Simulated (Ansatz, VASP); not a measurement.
**One calculation of Lu, two programs**

INCAR

```
SYSTEM = Lu
PREC = Accurate
ENCUT = 520
EDIFF = 1E-6
ISMEAR = -1
SIGMA = 0.1
LREAL = .False.
LASPH = .True.
NELM = 80
ALGO = Normal
ISIF = 2
LWAVE = .False.
LCHARG = .False.
GGA = PE
NBANDS = 58
```

Contents of KPOINTS:

```
Automatic mesh
0
Gamma
  10 10 3
  0 0 0
```

Contents of POSCAR:

```
Lu
1.0
    2.5594065745      0.0000000000      0.0000000000
   -1.2797032872      2.2165111121      0.0000000000
    0.0000000000      0.0000000000      8.2027352211
Lu
4
Direct
    0.0000000000      0.0000000000      0.0000000000
    0.0000000000      0.0000000000      0.5000000000
    0.3333333333      0.6666666667      0.2500000000
    0.6666666667      0.3333333333      0.7500000000
```

Input for Ansatz:

```yaml
crystal:
  lattice:
    - [2.5594065745, 0.0, 0.0]
    - [-1.2797032872, 2.2165111121, 0.0]
    - [0.0, 0.0, 8.2027352211]
  atoms:
    - { symbol: Lu, position: [0.0, 0.0, 0.0] }
    - { symbol: Lu, position: [0.0, 0.0, 0.5] }
    - { symbol: Lu, position: [0.3333333333, 0.6666666667, 0.25] }
    - { symbol: Lu, position: [0.6666666667, 0.3333333333, 0.75] }
kpoints:
  mp_grid: { grid: [10, 10, 3] }
  band_path:
    path:
      - [0.0, 0.0, 0.0]
      - [0.5, 0.0, 0.0]
      - [0.3333333333, 0.3333333333, 0.0]
      - [0.0, 0.0, 0.0]
      - [0.0, 0.0, 0.5]
      - [0.5, 0.0, 0.5]
      - [0.3333333333, 0.3333333333, 0.5]
      - [0.0, 0.0, 0.5]
      - [0.5, 0.0, 0.5]
    npoints: 8
scf:
  occupations: { method: fermi_dirac, width: 0.1 }
hamiltonian:
  xc: pbe
  pseudopotentials: { kind: all_electron, lapw: { basis_error: 0.001 } }
output:
  forces: true
  stress: true
  eigenvalues: true
  populations: true
  dos: { projected: true, de: 0.2, e_range: [-14, 8] }
```

Change from the starting cell: volume scaled by 0.4, LAPW.

Alike in both runs: task single point; functional PBE; k mesh 10 × 10 × 3; occupations fermi-dirac, width 0.1 eV; no spin polarisation.

|  | VASP | Ansatz |
| --- | --- | --- |
| version | VASP 6.6.1 | Ansatz 0.2.0 |
| potentials or method | VASP PAW PBE potentials, release 64 (Lu), cutoff 520 eV | all-electron LAPW, scalar-relativistic |

|  | VASP | Ansatz | Ansatz less VASP |
| --- | --- | --- | --- |
| pressure (GPa) | 209.0 | 203.4 | -5.56 |
| traceless stress, the component that is largest in VASP (GPa) | 0.16 | -0.29 | -0.451 |

Both programs put the cell under a high pressure, so it lies far from rest at this level. Ansatz ran all-electron here, and VASP with PAW potentials.

Spin-orbit coupling is off throughout. Noted on VASP's run: the cell as given lies far from equilibrium.
